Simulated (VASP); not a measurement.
# Al (a cell with a defect) in VASP: notebook

Runs on Al (a cell with a defect). Level: r2SCAN. Tasks: single point.

Program: VASP 6.6.1. These are calculated values, not measurements. Logs are shortened: lines on timing, memory, paths and dates and some standing lists are left out, and cuts for length are marked.

## (1) The cell of the first run

The cell holds a defect, 31 atoms: a = 8.100 Å, b = 8.100 Å, c = 8.100 Å, α = 90.00°, β = 90.00°, γ = 90.00°.

## (2) Single point, r2SCAN

Contents of POSCAR:

```
Al
1.0
    8.1000000000      0.0000000000      0.0000000000
    0.0000000000      8.1000000000      0.0000000000
    0.0000000000      0.0000000000      8.1000000000
Al
31
Direct
    0.2477628312      0.0000000000     -0.2522371688
    0.7522371688      0.2522371688      0.0000000000
    0.7522371688      0.0000000000      0.2522371688
    0.0000000000      0.0000000000      0.0000000000
    0.2477628312      0.2522371688      0.0000000000
    0.5000000000      0.5000000000      0.0000000000
    0.7522371688      0.7477628312      0.0000000000
    0.2477628312      0.0000000000      0.2522371688
    0.5000000000      0.2522371688      0.2522371688
    0.7523061219      0.5000000000      0.2523061219
    0.5000000000      0.0000000000      0.5000000000
    0.7523061219      0.2523061219      0.5000000000
    0.7522371688      0.0000000000      0.7477628312
    0.0000000000      0.5000000000      0.0000000000
    0.2477628312      0.7477628312      0.0000000000
    0.0000000000      0.2523061219      0.2523061219
    0.2476938781      0.5000000000      0.2523061219
    0.5000000000      0.7477628312      0.2522371688
    0.0000000000      0.0000000000      0.5000000000
    0.2476938781      0.2523061219      0.5000000000
    0.5000000000      0.5000000000      0.5000000000
    0.7523061219      0.7476938781      0.5000000000
    0.5000000000      0.2522371688      0.7477628312
    0.7523061219      0.5000000000      0.7476938781
    0.0000000000      0.7476938781      0.2523061219
    0.0000000000      0.5000000000      0.5000000000
    0.2476938781      0.7476938781      0.5000000000
    0.0000000000      0.2523061219      0.7476938781
    0.2476938781      0.5000000000      0.7476938781
    0.5000000000      0.7477628312      0.7477628312
    0.0000000000      0.7476938781      0.7476938781
```

Contents of INCAR.step1:

```
SYSTEM = Al
ALGO = Normal
EDIFF = 1E-4
ENCUT = 520
GGA = PE
ISMEAR = 0
LASPH = .TRUE.
LCHARG = .FALSE.
LREAL = Auto
LWAVE = .TRUE.
NBANDS = 68
NELM = 100
PREC = Accurate
SIGMA = 0.15
```

Contents of INCAR.step2:

```
SYSTEM = Al
ALGO = Normal
EDIFF = 1E-6
ENCUT = 520
ISIF = 2
ISMEAR = 0
ISTART = 1
LASPH = .TRUE.
LCHARG = .FALSE.
LMIXTAU = .TRUE.
LREAL = Auto
LWAVE = .FALSE.
METAGGA = R2SCAN
NBANDS = 68
NELM = 100
PREC = Accurate
SIGMA = 0.15
```

Contents of KPOINTS:

```
k-points
0
G
  2 2 2
  0 0 0
```

Potentials or basis: VASP PAW PBE potentials, release 64 (Al).

On the command line:

```console
$ cat potpaw_PBE.64/Al/POTCAR > POTCAR
$ cp INCAR.step1 INCAR
$ mpirun -np 1 vasp_std > vasp.out
$ cp INCAR.step2 INCAR
$ mpirun -np 1 vasp_std > vasp.out
```

OUTCAR:

```text
SYSTEM = Al
   EDIFF = 1E-6
   ENCUT = 520
   ISIF = 2
   ISMEAR = 0
   ISTART = 1
   LASPH = .TRUE.
   LREAL = Auto
   METAGGA = R2SCAN
   NELM = 100
   PREC = Accurate

 ion  position               nearest neighbor table
   1  0.248  0.000  0.748-  19 2.84  11 2.86   4 2.86  20 2.86  27 2.86  28 2.86  31 2.86   5 2.89
                            15 2.89  30 2.89  23 2.89
   2  0.752  0.252  0.000-  14 2.84   6 2.86   4 2.86  10 2.86  16 2.86  24 2.86  28 2.86   3 2.89
                            23 2.89  13 2.89   9 2.89
   3  0.752  0.000  0.252-  19 2.84  11 2.86   4 2.86  16 2.86  12 2.86  22 2.86  25 2.86  18 2.89
                             2 2.89   7 2.89   9 2.89
   4  0.000  0.000  0.000-   1 2.86   2 2.86   3 2.86   5 2.86   7 2.86   8 2.86  13 2.86  15 2.86
                            16 2.89  25 2.89  28 2.89  31 2.89
   5  0.248  0.252  0.000-  14 2.84   6 2.86   4 2.86  16 2.86  17 2.86  28 2.86  29 2.86   9 2.89
                            23 2.89   1 2.89   8 2.89
   6  0.500  0.500  0.000-   2 2.86   5 2.86   7 2.86   9 2.86  15 2.86  18 2.86  23 2.86  30 2.86
                            17 2.89  24 2.89  29 2.89  10 2.89
   7  0.752  0.748  0.000-  14 2.84   6 2.86   4 2.86  10 2.86  24 2.86  25 2.86  31 2.86  13 2.89
                             3 2.89  30 2.89  18 2.89
   8  0.248  0.000  0.252-  19 2.84  11 2.86   4 2.86  16 2.86  20 2.86  25 2.86  27 2.86   5 2.89
                            15 2.89   9 2.89  18 2.89
   9  0.500  0.252  0.252-  21 2.84  11 2.86   6 2.86  12 2.86  17 2.86  20 2.86  10 2.86   2 2.89
[... 31 lines left out ...]
  25  0.000  0.748  0.252-  10 2.84  17 2.84  22 2.84  26 2.84  27 2.84  19 2.86  14 2.86   3 2.86
                             7 2.86  15 2.86   8 2.86   4 2.89
  26  0.000  0.500  0.500-  10 2.84  12 2.84  16 2.84  17 2.84  20 2.84  22 2.84  24 2.84  25 2.84
                            27 2.84  28 2.84  29 2.84  31 2.84
  27  0.248  0.748  0.500-  17 2.84  25 2.84  26 2.84  29 2.84  31 2.84  19 2.86  21 2.86   8 2.86
                             1 2.86  30 2.86  18 2.86  11 2.89
  28  0.000  0.252  0.748-  12 2.84  20 2.84  24 2.84  26 2.84  29 2.84  14 2.86  19 2.86   1 2.86
                            13 2.86   2 2.86   5 2.86   4 2.89
  29  0.248  0.500  0.748-  20 2.84  26 2.84  27 2.84  28 2.84  31 2.84  14 2.86  21 2.86  15 2.86
                            23 2.86  30 2.86   5 2.86   6 2.89
  30  0.500  0.748  0.748-  21 2.84  11 2.86   6 2.86  22 2.86  24 2.86  27 2.86  29 2.86   1 2.89
                            13 2.89  15 2.89   7 2.89
  31  0.000  0.748  0.748-  22 2.84  24 2.84  26 2.84  27 2.84  29 2.84  19 2.86  14 2.86   1 2.86
                            15 2.86   7 2.86  13 2.86   4 2.89

  LATTYP: Found a simple cubic cell.
 ALAT       =     8.1000000000

  Lattice vectors:

 A1 = (   8.1000000000,   0.0000000000,   0.0000000000)
 A2 = (   0.0000000000,   8.1000000000,   0.0000000000)
 A3 = (   0.0000000000,   0.0000000000,   8.1000000000)

Analysis of symmetry for initial positions (statically):
=====================================================================
 Subroutine PRICEL returns:
 Original cell was already a primitive cell.

 Routine SETGRP: Setting up the symmetry group for a
 simple cubic supercell.

 Subroutine GETGRP returns: Found 48 space group operations
 (whereof 16 operations were pure point group operations)
 out of a pool of 48 trial point group operations.

The static configuration has the point symmetry D_4h.
 The point group associated with its full space group is O_h .

Analysis of symmetry for dynamics (positions and initial velocities):
=====================================================================
 Subroutine PRICEL returns:
 Original cell was already a primitive cell.

 Routine SETGRP: Setting up the symmetry group for a
 simple cubic supercell.

 Subroutine GETGRP returns: Found 48 space group operations
 (whereof 16 operations were pure point group operations)
 out of a pool of 48 trial point group operations.

The dynamic configuration has the point symmetry D_4h.
 The point group associated with its full space group is O_h .

 Subroutine INISYM returns: Found 48 space group operations
 (whereof 16 operations are pure point group operations),
 and found     1 'primitive' translations

----------------------------------------------------------------------------------------

                                     Primitive cell

  volume of cell :     531.4410

  direct lattice vectors                    reciprocal lattice vectors
     8.100000000  0.000000000  0.000000000     0.123456790  0.000000000  0.000000000
     0.000000000  8.100000000  0.000000000     0.000000000  0.123456790  0.000000000
     0.000000000  0.000000000  8.100000000     0.000000000  0.000000000  0.123456790

  length of vectors
[... 74 lines left out ...]
 Grid dimensions read from file:
 generate k-points for:    2    2    2

 Generating k-lattice:

  Cartesian coordinates                     Fractional coordinates (reciprocal lattice)
     0.061728395  0.000000000  0.000000000     0.500000000  0.000000000  0.000000000
     0.000000000  0.061728395  0.000000000     0.000000000  0.500000000  0.000000000
     0.000000000  0.000000000  0.061728395     0.000000000  0.000000000  0.500000000

  Length of vectors
     0.061728395  0.061728395  0.061728395

  Shift w.r.t. Gamma in fractional coordinates (k-lattice)
     0.000000000  0.000000000  0.000000000

 Subroutine IBZKPT returns following result:
 ===========================================

 Found      4 irreducible k-points:

 Following reciprocal coordinates:
            Coordinates               Weight
  0.000000  0.000000  0.000000      1.000000
  0.500000  0.000000  0.000000      3.000000
  0.500000  0.500000  0.000000      3.000000
  0.500000  0.500000  0.500000      1.000000
   k-points           NKPTS =      4   k-points in BZ     NKDIM =      4   number of bands    NBANDS=     68
   number of dos      NEDOS =    301   number of ions     NIONS =     31
   total plane-waves  NPLWV = 216000
   dimension x,y,z NGX =    60 NGY =   60 NGZ =   60
   dimension x,y,z NGXF=   120 NGYF=  120 NGZF=  120
   ions per type =              31
   NGX,Y,Z   is equivalent  to a cutoff of  12.31, 12.31, 12.31 a.u.
   NGXF,Y,Z  is equivalent  to a cutoff of  24.63, 24.63, 24.63 a.u.
 SYSTEM =  Al
   PREC   = accura    normal or accurate (medium, high low for compatibility)
   ISTART =      1    job   : 0-new  1-cont  2-samecut
   ICHARG =      0    charge: 1-file 2-atom 10-const
   ISPIN  =      1    spin polarized calculation?
   LNONCOLLINEAR =      F non collinear calculations
   LSORBIT =      F    spin-orbit coupling
   LASPH  =      T    aspherical Exc in radial PAW
   ENCUT  =  520.0 eV  38.22 Ry    6.18 a.u.  15.06 15.06 15.06*2*pi/ulx,y,z
   NELM   =    100;   NELMIN=  2; NELMDL=  0     # of ELM steps
   EDIFF  = 0.1E-05   stopping-criterion for ELM
   LREAL  =      T    real-space projection
   EDIFFG = 0.1E-04   stopping-criterion for IOM
   NSW    =      0    number of steps for IOM
   IBRION =     -1    ionic relax: 0-MD 1-quasi-New 2-CG
   NFREE  =      0    steps in history (QN), initial steepest desc. (CG)
   ISIF   =      2    stress and relaxation
   ISYM   =      2    0-nonsym 1-usesym 2-fastsym
   POTIM  = 0.5000    time-step for ionic-motion
   TEBEG  =    0.0;   TEEND  =   0.0 temperature during run
   PSTRESS=    0.0 pullay stress
   NELECT =      93.0000    total number of electrons
   NUPDOWN=      -1.0000    fix difference up-down
   EMIN   =  10.00;   EMAX   =-10.00  energy-range for DOS
   EFERMI =   0.00;   METHOD = LEGACY
   ISMEAR =     0;   SIGMA  =   0.15  broadening in eV -4-tet -1-fermi 0-gaus
   EFERMI_NEDOS =   21; number of points for ismear=-14 and -15
   IALGO  =     38    algorithm
   IMIX   =      4    mixing-type and parameters
     AMIX     =   0.40;   BMIX     =  1.00
     AMIX_MAG =   1.60;   BMIX_MAG =  1.00
  volume/ion in A,a.u.               =      17.14       115.69
  Fermi-wavevector in a.u.,A,eV,Ry     =   0.915695  1.730412 11.408446  0.838497
  Thomas-Fermi vector in A             =   2.040466
   LORBIT       =      0    0 simple, 1 ext, 2 COOP (PROOUT), +10 PAW based schemes
   METAGGA = R2SCAN    functional components
   LHFCALC =     F    Hartree Fock is set to
   AEXX    =    0.0000 exact exchange contribution
   IVDW    =     0    specifies the selected vdW correction
   LEPSILON=     F    determine dielectric tensor
   LRPA    =     F    only Hartree local field effects (RPA)
 non-spin polarized calculation
 Gauss-broadening in eV      SIGMA  =   0.15
  energy-cutoff  :      520.00
  volume of cell :      531.44
 maximum number of plane-waves:     14400
   NGX = 31   NGY = 31   NGZ = 31

 number of electron      93.0000000 magnetization

 Free energy of the ion-electron system (eV)
  ---------------------------------------------------
  ext. energy  EPLUGINS =         0.00000000
  ---------------------------------------------------
  free energy    TOTEN  =      -207.14530418 eV

  energy without entropy =     -206.86934134  energy(sigma->0) =     -207.00732276

 E-fermi :   7.2787     XC(G=0): -10.7070

 val. band max:        7.2608065802   @ k =   0.5000   0.5000   0.5000
 cond. band min:       7.3368815911   @ k =   0.5000   0.5000   0.0000
 fundamental gap:      0.0760750109
 Fermi energy:         7.2786957736

 k-point     1 :       0.0000    0.0000    0.0000
  band No.  band energies     occupation
      1      -4.0732      2.00000
      2      -1.7960      2.00000
      3      -1.7960      2.00000
      4      -1.7283      2.00000
      5      -1.7283      2.00000
      6      -1.7283      2.00000
[... 233 lines left out ...]
     57      11.2386      0.00000
     58      11.3194      0.00000
 [bands above 58 left out]

------------------------ aborting loop because EDIFF is reached ----------------------------------------

  FORCE on cell =-STRESS in cart. coord.  units (eV):
  Direction    XX          YY          ZZ          XY          YZ          ZX
  --------------------------------------------------------------------------------------
  -------------------------------------------------------------------------------------
  Total      -14.0735175    -14.0735175    -14.0735175     -0.0000000      0.0000000      0.0000000
  in kB      -42.4285494    -42.4285494    -42.4285494     -0.0000000      0.0000000      0.0000000
  external PRESSURE =     -42.4285494 kB  Pullay stress =       0.0000000 kB

 VOLUME and BASIS-vectors are now :
 -----------------------------------------------------------------------------
  energy-cutoff  :      520.00
  volume of cell :      531.44
      direct lattice vectors                 reciprocal lattice vectors
     8.100000000  0.000000000  0.000000000     0.123456790  0.000000000  0.000000000
     0.000000000  8.100000000  0.000000000     0.000000000  0.123456790  0.000000000
     0.000000000  0.000000000  8.100000000     0.000000000  0.000000000  0.123456790

 POSITION                                       TOTAL-FORCE (eV/Angst)
 -----------------------------------------------------------------------------------
      2.00688      0.00000      6.05688        -0.018935      0.000000     -0.018935
      6.09312      2.04312      0.00000         0.018935      0.018935      0.000000
      6.09312      0.00000      2.04312         0.018935      0.000000      0.018935
      0.00000      0.00000      0.00000         0.000000      0.000000      0.000000
      2.00688      2.04312      0.00000        -0.018935      0.018935      0.000000
      4.05000      4.05000      0.00000         0.000000      0.000000      0.000000
[... 23 lines left out ...]
      4.05000      6.05688      6.05688         0.000000     -0.018935     -0.018935
      0.00000      6.05632      6.05632         0.000000     -0.006954     -0.006954
 -----------------------------------------------------------------------------------
    total drift:                               -0.000000      0.000000      0.000000

  FREE ENERGIE OF THE ION-ELECTRON SYSTEM (eV)
  ---------------------------------------------------
  free  energy   TOTEN  =      -207.1453041791 eV

  energy  without entropy=     -206.8693413373  energy(sigma->0) =     -207.00732276
```

It took 21 min on 1 thread of AMD EPYC 7R13, shared host; peak memory 0.53 GiB.

What came out:

- Free energy: -207.1453 eV
- Pressure: -4.2 GPa
- Largest force: 0.027 eV/Å
- Band gap on the k mesh: zero (an odd number of electrons rules out a gap without spin polarisation)

Forces in eV/Å, atoms in the order of the input:
```
Al  -0.019  0.000 -0.019
Al   0.019  0.019  0.000
Al   0.019  0.000  0.019
Al   0.000  0.000  0.000
Al  -0.019  0.019  0.000
Al   0.000  0.000  0.000
Al   0.019 -0.019  0.000
Al  -0.019  0.000  0.019
Al   0.000  0.019  0.019
Al   0.007  0.000  0.007
Al   0.000  0.000  0.000
Al   0.007  0.007  0.000
Al   0.019  0.000 -0.019
Al   0.000  0.000  0.000
Al  -0.019 -0.019  0.000
Al   0.000  0.007  0.007
Al  -0.007  0.000  0.007
Al   0.000 -0.019  0.019
Al   0.000  0.000  0.000
Al  -0.007  0.007  0.000
Al   0.000  0.000  0.000
Al   0.007 -0.007  0.000
Al   0.000  0.019 -0.019
Al   0.007  0.000 -0.007
Al   0.000 -0.007  0.007
Al   0.000  0.000  0.000
Al  -0.007 -0.007  0.000
Al   0.000  0.007 -0.007
Al  -0.007  0.000 -0.007
Al   0.000 -0.019 -0.019
Al   0.000 -0.007 -0.007
```

Levels at points of the mesh, in eV from the Fermi level:
```csv
k point,band 43,band 44,band 45,band 46,band 47,band 48,band 49,band 50,band 51,band 52
"(0.00, 0.00, 0.00)",-0.14,-0.14,-0.14,0.37,0.57,0.57,0.57,0.69,0.69,1.59
"(0.50, 0.00, 0.00)",-0.45,-0.10,-0.09,-0.09,-0.05,-0.05,-0.03,0.34,0.60,0.60
"(0.50, 0.50, 0.00)",-0.88,-0.88,0.06,0.07,0.07,0.83,1.28,1.31,1.32,1.32
"(0.50, 0.50, 0.50)",-0.49,-0.41,-0.41,-0.41,-0.39,-0.38,-0.38,-0.02,-0.02,-0.02
```

Caveat: the k points lie up to 0.39 Å⁻¹ apart, too coarse for converged energies and pressures of a metal; the PAW data sets were made with another functional, which shifts forces and pressure a little.

## (3) Single point, r2SCAN

Contents of POSCAR:

```
Al
1.0
    8.1000000000      0.0000000000      0.0000000000
    0.0000000000      8.1000000000      0.0000000000
    0.0000000000      0.0000000000      8.1000000000
Al
31
Direct
    0.2477628395      0.0000000000     -0.2522371605
    0.7522371605      0.2522371605      0.0000000000
    0.7522371605      0.0000000000      0.2522371605
    0.0000000000      0.0000000000      0.0000000000
    0.2477628395      0.2522371605      0.0000000000
    0.5000000000      0.5000000000      0.0000000000
    0.7522371605      0.7477628395      0.0000000000
    0.2477628395      0.0000000000      0.2522371605
    0.5000000000      0.2522371605      0.2522371605
    0.7523061728      0.5000000000      0.2523061728
    0.5000000000      0.0000000000      0.5000000000
    0.7523061728      0.2523061728      0.5000000000
    0.7522371605      0.0000000000      0.7477628395
    0.0000000000      0.5000000000      0.0000000000
    0.2477628395      0.7477628395      0.0000000000
    0.0000000000      0.2523061728      0.2523061728
    0.2476938272      0.5000000000      0.2523061728
    0.5000000000      0.7477628395      0.2522371605
    0.0000000000      0.0000000000      0.5000000000
    0.2476938272      0.2523061728      0.5000000000
    0.5000000000      0.5000000000      0.5000000000
    0.7523061728      0.7476938272      0.5000000000
    0.5000000000      0.2522371605      0.7477628395
    0.7523061728      0.5000000000      0.7476938272
    0.0000000000      0.7476938272      0.2523061728
    0.0000000000      0.5000000000      0.5000000000
    0.2476938272      0.7476938272      0.5000000000
    0.0000000000      0.2523061728      0.7476938272
    0.2476938272      0.5000000000      0.7476938272
    0.5000000000      0.7477628395      0.7477628395
    0.0000000000      0.7476938272      0.7476938272
```

Contents of INCAR.step1:

```
ALGO = Normal
EDIFF = 1E-4
ENCUT = 520
GGA = PE
ISMEAR = 0
LASPH = T
LCHARG = F
LREAL = Auto
LWAVE = T
NBANDS = 68
NELM = 60
PREC = Accurate
SIGMA = 0.15
```

Contents of INCAR.step2:

```
ALGO = Normal
EDIFF = 1E-7
ENCUT = 520
ISIF = 2
ISMEAR = 0
ISTART = 1
LASPH = T
LCHARG = F
LMIXTAU = T
LREAL = Auto
LWAVE = F
METAGGA = R2SCAN
NBANDS = 68
NELM = 60
PREC = Accurate
SIGMA = 0.15
```

Contents of KPOINTS:

```
k-points
0
Gamma
  2 2 2
```

Potentials or basis: VASP PAW PBE potentials, release 64 (Al).

On the command line:

```console
$ cat potpaw_PBE.64/Al/POTCAR > POTCAR
$ cp INCAR.step1 INCAR
$ mpirun -np 1 vasp_std > vasp.out
$ cp INCAR.step2 INCAR
$ mpirun -np 1 vasp_std > vasp.out
```

Wall time 22 min (1 thread of AMD EPYC 7R13, shared host); peak memory 0.54 GiB.

Results (log left out):

```yaml
Free_energy: -207.1453 eV
Pressure: -4.2 GPa
Largest_force: 0.027 eV/Å
Band_gap_on_the_k_mesh: zero (an odd number of electrons rules out a gap without spin polarisation)
```

Forces on the atoms (eV/Å):
```
Al  -0.019  0.000 -0.019
Al   0.019  0.019  0.000
Al   0.019  0.000  0.019
Al   0.000  0.000  0.000
Al  -0.019  0.019  0.000
Al   0.000  0.000  0.000
Al   0.019 -0.019  0.000
Al  -0.019  0.000  0.019
Al   0.000  0.019  0.019
Al   0.007  0.000  0.007
Al   0.000  0.000  0.000
Al   0.007  0.007  0.000
Al   0.019  0.000 -0.019
Al   0.000  0.000  0.000
Al  -0.019 -0.019  0.000
Al   0.000  0.007  0.007
Al  -0.007  0.000  0.007
Al   0.000 -0.019  0.019
Al   0.000  0.000  0.000
Al  -0.007  0.007  0.000
Al   0.000  0.000  0.000
Al   0.007 -0.007  0.000
Al   0.000  0.019 -0.019
Al   0.007  0.000 -0.007
Al   0.000 -0.007  0.007
Al   0.000  0.000  0.000
Al  -0.007 -0.007  0.000
Al   0.000  0.007 -0.007
Al  -0.007  0.000 -0.007
Al   0.000 -0.019 -0.019
Al   0.000 -0.007 -0.007
```

Levels at points of the mesh, in eV from the Fermi level:
```
           k point  band 43  band 44  band 45  band 46  band 47  band 48  band 49  band 50  band 51  band 52
(0.00, 0.00, 0.00)    -0.14    -0.14    -0.14     0.37     0.57     0.57     0.57     0.69     0.69     1.59
(0.50, 0.00, 0.00)    -0.45    -0.10    -0.09    -0.09    -0.05    -0.05    -0.03     0.34     0.60     0.60
(0.50, 0.50, 0.00)    -0.88    -0.88     0.06     0.07     0.07     0.83     1.28     1.31     1.32     1.32
(0.50, 0.50, 0.50)    -0.49    -0.41    -0.41    -0.41    -0.39    -0.38    -0.38    -0.02    -0.02    -0.02
```

Caveat: the k points lie up to 0.39 Å⁻¹ apart, too coarse for converged energies and pressures of a metal; the PAW data sets were made with another functional, which shifts forces and pressure a little.

(Continued in part 2 of 2.)
